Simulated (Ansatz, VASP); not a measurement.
## Two plane-wave programs on C

```
CELL_PARAMETERS angstrom
1.22792 0.70894 3.51908
-1.22792 0.70894 3.51908
0.00000 -1.41788 3.51908
ATOMIC_POSITIONS crystal
C 0.83336 0.83336 0.83336
C 0.16664 0.16664 0.16664
```

Alike in both runs: functional r2SCAN; k mesh 18 × 18 × 18; occupations gaussian, width 0.02 eV; no spin polarisation.

Ansatz relaxed the structure, and its values are those at the end. VASP's run is a single point on that final structure, the one shown.

|  | VASP | Ansatz |
| --- | --- | --- |
| version | VASP 6.6.1 | Ansatz 0.2.0 |
| potentials or method | VASP PAW PBE potentials, release 64 (C), cutoff 520 eV | scalar-relativistic, plane waves, PAW |
| valence electrons in the cell | 8 | 8 |

VASP gave:

| Item | Value |
| --- | --- |
| gap on the k mesh at the Fermi level (eV) | 0.52 |
| least direct gap on the mesh (eV) | 0.52 |
| pressure (GPa) | 0.7 |

Task: Estimate Ansatz's values.

Result: gap on the k mesh at the Fermi level (eV): 0.52; least direct gap on the mesh (eV): 0.52; pressure (GPa): 0.0.

VASP's potentials were made for PBE, not for r2SCAN. The functional is the same, so the differences come from potentials, cutoffs and numerics.
